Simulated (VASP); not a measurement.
The system is Ti2Te3Pt.

```xyz
6
Lattice="3.2702 1.8880 4.5624 -3.2702 1.8880 4.5624 0.0000 -3.7761 4.5624" Properties=species:S:1:pos:R:3 pbc="T T T"
Ti    0.0000    0.0000    2.4934
Ti    0.0000    0.0000    8.0655
Te   -1.5487    0.8941    3.6806
Te    0.0000   -1.7883    3.6806
Te    1.5487    0.8941    3.6806
Pt    0.0000    0.0000    5.8440
```

```yaml
Program: VASP 6.6.1
Task: relaxation of cell and atoms
Functional: PBE
Potentials_or_basis: VASP PAW PBE potentials, release 64 (Ti_sv, Te, Pt)
Cutoff: 600 eV
k_mesh: 3 × 3 × 3
Occupations: gaussian, width 0.1 eV
Spin: no spin polarisation
```

At the start: pressure 21.1 GPa; volume 28.17 Å³/atom.

**Question.** How do energy, volume and symmetry change on relaxing?

**Answer.** Over 57 steps the energy falls by 1171.9 meV/atom and the volume is 26.60 Å³/atom (-5.6 %); space group R3m (No. 160, to 0.05 Å).

Step by step:
| step | energy change (eV) | largest force (eV/Å) | pressure (GPa) | volume (Å³) |
| --- | --- | --- | --- | --- |
| 1 | 0.0000 | 15.0030 | 21.09 | 169.02 |
| 3 | -0.8225 | 2.7921 | -9.03 | 255.51 |
| 5 | -4.8215 | 1.7163 | -4.95 | 200.94 |
| 7 | -4.9818 | 1.5009 | -2.89 | 194.52 |
| 9 | -5.2231 | 1.7417 | 0.65 | 183.33 |
| 11 | -5.4077 | 1.2966 | -0.06 | 180.99 |
| 13 | -5.5945 | 0.8700 | 0.45 | 173.93 |
| 15 | -5.7330 | 1.2550 | -1.06 | 177.83 |
| 17 | -5.8890 | 0.7821 | -0.13 | 176.12 |
| 19 | -5.9157 | 0.9299 | 0.76 | 174.78 |
| 21 | -6.0042 | 0.7301 | -1.37 | 177.09 |
| 23 | -6.1790 | 0.5654 | -0.15 | 165.57 |
| 25 | -6.2457 | 0.6876 | 0.37 | 160.61 |
| 27 | -6.4362 | 1.4075 | 6.35 | 144.74 |
| 29 | -6.5414 | 0.7835 | 3.37 | 148.55 |
| 31 | -6.7377 | 1.0629 | 1.84 | 153.22 |
| 33 | -6.8329 | 1.1246 | 0.66 | 156.97 |
| 35 | -6.9791 | 0.4448 | -0.16 | 161.89 |
| 37 | -6.9886 | 0.3575 | 0.05 | 161.31 |
| 39 | -7.0037 | 0.1900 | -0.08 | 161.25 |
| 41 | -7.0107 | 0.1580 | -0.46 | 161.92 |
| 43 | -7.0212 | 0.2973 | 0.09 | 160.19 |
| 45 | -7.0268 | 0.1272 | -0.07 | 160.34 |
| 47 | -7.0278 | 0.0548 | 0.02 | 159.73 |
| 49 | -7.0288 | 0.0492 | -0.04 | 159.83 |
| 51 | -7.0290 | 0.0795 | -0.09 | 159.89 |
| 53 | -7.0297 | 0.0693 | -0.02 | 159.75 |
| 55 | -7.0305 | 0.0291 | 0.29 | 159.11 |
| 57 | -7.0311 | 0.0199 | 0.09 | 159.61 |

Final structure:
```xyz
6
Lattice="3.9551 2.2835 2.9454 -3.9551 2.2835 2.9454 0.0000 -4.5670 2.9454" Properties=species:S:1:pos:R:3 pbc="T T T"
Ti    0.0000    0.0000    0.5298
Ti    0.0000    0.0000    6.4049
Te   -1.9316    1.1152    2.2340
Te    0.0000   -2.2304    2.2340
Te    1.9316    1.1152    2.2340
Pt    0.0000    0.0000    4.0812
```

Caveat: the k points lie up to 0.39 Å⁻¹ apart in the final cell.
